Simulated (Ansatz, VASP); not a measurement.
# One calculation of Zr3TiC4, two programs

The input INCAR:

```
PREC     = Accurate       # precision mode
ENCUT    = 520            # plane-wave cutoff, eV
EDIFF    = 1E-7           # SCF threshold, eV
ISMEAR   = 0              # smearing method
SIGMA    = 0.1            # smearing width, eV
LREAL    = F              # projectors in reciprocal space
LASPH    = T              # aspherical terms in the spheres
NELM     = 150            # most SCF steps
ALGO     = Normal         # electronic algorithm
ISIF     = 2              # what is computed and relaxed
LWAVE    = F              # write WAVECAR
LCHARG   = T              # write CHGCAR
ISPIN    = 2              # spin polarisation
MAGMOM   = 1 1 1 1 0 0 0 0 # initial moments
LORBIT   = 11             # projections on sites
LMAXMIX  = 4              # l up to which the mixer works
GGA      = PE             # functional
LELF     = T              # ELF
LVHAR    = T            
NBANDS   = 46             # bands
```

Contents of KPOINTS:

```
regular mesh
0
Gamma
  6 4 4
```

File POSCAR:

```
Zr3TiC4
1.0
    3.2814248453      0.0000000000      0.0000000000
    0.0000000000      4.6265755551      0.0000000000
    0.0000000000      0.0000000000      6.5328154127
Zr Ti C
3 1 4
Direct
    0.0000000000      0.0000000000      0.7457857532
    0.0000000000      0.0000000000      0.2542142468
    0.5000000000      0.5000000000      0.0000000000
    0.5000000000      0.5000000000      0.5000000000
    0.0000000000      0.5000000000      0.2611790728
    0.0000000000      0.5000000000      0.7388209272
    0.5000000000      0.0000000000      0.0000000000
    0.5000000000      0.0000000000      0.5000000000
```

Input for Ansatz:

```yaml
crystal:
  lattice:
    - [3.2814248453, 0.0, 0.0]
    - [0.0, 4.6265755551, 0.0]
    - [0.0, 0.0, 6.5328154127]
  atoms:
    - { symbol: Zr, position: [0.0, 0.0, 0.7457857532], spin: 1.0 }
    - { symbol: Zr, position: [0.0, 0.0, 0.2542142468], spin: 1.0 }
    - { symbol: Zr, position: [0.5, 0.5, 0.0], spin: 1.0 }
    - { symbol: Ti, position: [0.5, 0.5, 0.5], spin: 1.0 }
    - { symbol: C, position: [0.0, 0.5, 0.2611790728] }
    - { symbol: C, position: [0.0, 0.5, 0.7388209272] }
    - { symbol: C, position: [0.5, 0.0, 0.0] }
    - { symbol: C, position: [0.5, 0.0, 0.5] }
basis:
  ecutwfc: 420
kpoints:
  mp_grid: { grid: [6, 4, 4] }
hamiltonian:
  xc: pbe
scf:
  occupations: { method: gaussian, width: 0.1 }
  lower_state_search: "off"
output:
  forces: true
  stress: true
  eigenvalues: true
  populations: true
magnetization:
  spin_polarized: true
```

Alike in both runs: task single point; functional PBE; k mesh 6 × 4 × 4; occupations gaussian, width 0.1 eV; collinear spin.

|  | VASP | Ansatz |
| --- | --- | --- |
| version | VASP 6.6.1 | Ansatz 0.2.0 |
| potentials or method | VASP PAW PBE potentials, release 64 (Zr_sv, Ti_sv, C), cutoff 520 eV | scalar-relativistic, plane waves, PAW |
| valence electrons in the cell | 64 | 64 |

```tsv
	VASP	Ansatz	Ansatz less VASP
gap on the k mesh at the Fermi level (eV)	none	none	-
pressure (GPa)	0.0	-0.3	-0.26
net moment per atom (μB)	0.00	0.00	0.000
```

A gap of «none» marks a metal or a gap that the smearing closes. Ansatz's warnings: seeded moment not kept.
